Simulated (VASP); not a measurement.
Cu: single point with RPBE

Cu:

```
Cu
1.0
    -1.41983    1.41983    1.41983
     1.41983   -1.41983    1.41983
     1.41983    1.41983   -1.41983
Cu
1
Direct
  0.00000 0.00000 0.00000
```

This cell differs from its parent crystal: volume scaled by 0.92.

```yaml
Program: VASP 6.6.1
Task: single point
Functional: RPBE
Potentials_or_basis: VASP PAW PBE potentials, release 64 (Cu)
Cutoff: 520 eV
k_mesh: 17 × 17 × 17
Occupations: fermi-dirac, width 0.1 eV
Spin: no spin polarisation
```

The pressure is 13.2 GPa.

Levels at points of the mesh, in eV from the Fermi level:
| k point | band 3 | band 4 | band 5 | band 6 | band 7 | band 8 | band 9 | band 10 |
| --- | --- | --- | --- | --- | --- | --- | --- | --- |
| (0.00, 0.00, 0.00) | -3.18 | -3.18 | -2.13 | -2.13 | 25.33 | 25.33 | 25.33 | 29.33 |

Run time: 13 s on 1 thread of AMD EPYC 9R14 (Zen 4), with other jobs on the host, peak memory 0.1 GiB.

Caveat: the PAW data sets were made with another functional, which shifts forces and pressure a little.
